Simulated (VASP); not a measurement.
LaAl2, 6 atoms in the cell. Symmetry: Fd-3m, No. 227, cubic system. Conventional cell: a = 8.129 Å, b = 8.129 Å, c = 8.129 Å, α = 90.00°, β = 90.00°, γ = 90.00°. La (site symmetry -43m) has 12 Al at 3.37 Å and 4 La at 3.52 Å within 4.4 Å. Al (site symmetry -3m) has 6 Al at 2.87 Å and 6 La at 3.37 Å within 3.8 Å. 

- Program: VASP 6.6.1
- Task: single point
- Functional: r2SCAN
- Potentials or basis: VASP PAW PBE potentials, release 64 (La, Al)
- Cutoff: 520 eV
- k mesh: 8 × 8 × 8
- Occupations: gaussian, width 0.1 eV
- Spin: no spin polarisation
- Dipole correction: no
- Further INCAR settings: ALGO = Normal; EDIFF = 1e-06; NBANDS = 26

Potentials or basis: VASP PAW PBE potentials, release 64 (La, Al).

Command:

```bash
$ cat potpaw_PBE.64/La/POTCAR potpaw_PBE.64/Al/POTCAR > POTCAR
$ cp INCAR.step1 INCAR
$ mpirun -np 1 vasp_std > vasp.out
$ cp INCAR.step2 INCAR
$ mpirun -np 1 vasp_std > vasp.out
```

Hardware: 1 thread of Intel(R) Xeon(R) Platinum 8488C (Sapphire Rapids), with other jobs on the host.

Question: How long does it take, and how much memory?

Answer: It took 7.2 min on 1 thread of Intel(R) Xeon(R) Platinum 8488C (Sapphire Rapids) (shared host), peak memory 0.42 GiB. Counts: k points 29.
